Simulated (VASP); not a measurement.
Ge, 2 atoms in the cell. The structure is trigonal, space group R-3m (No. 166). The conventional cell has a = 4.060 Å, b = 4.060 Å, c = 9.505 Å, α = 90.00°, β = 90.00°, γ = 120.00°. Within 3.1 Å of Ge (site symmetry 3m) lie 4 Ge at 2.38 to 2.47 Å.  This cell differs from its parent crystal: equal xy, yz and zx shear strains of -3 %.

| Property | Result |
| --- | --- |
| Program | VASP 6.6.1 |
| Task | single point |
| Functional | LDA |
| Potentials or basis | VASP PAW LDA potentials, release 64 (Ge_d) |
| Cutoff | 520 eV |
| k mesh | 10 × 10 × 10 |
| Occupations | fermi-dirac, width 0.05 eV |
| Spin | no spin polarisation |
| Dipole correction | no |
| Further INCAR settings | ALGO = Normal; EDIFF = 1e-07; NBANDS = 21 |

Potentials or basis: VASP PAW LDA potentials, release 64 (Ge_d).

The run is started by

```console
$ cat potpaw_LDA.64/Ge_d/POTCAR > POTCAR
$ mpirun -np 1 vasp_std > vasp.out
```

Hardware: 1 thread of Intel(R) Xeon(R) Platinum 8488C (Sapphire Rapids), with other jobs on the host.

**Question.** How long does it take, and how much memory?

**Answer.** Run time: 48 s on 1 thread of Intel(R) Xeon(R) Platinum 8488C (Sapphire Rapids), with other jobs on the host, peak memory 0.21 GiB. Counts: scf iterations 12, k points 116.
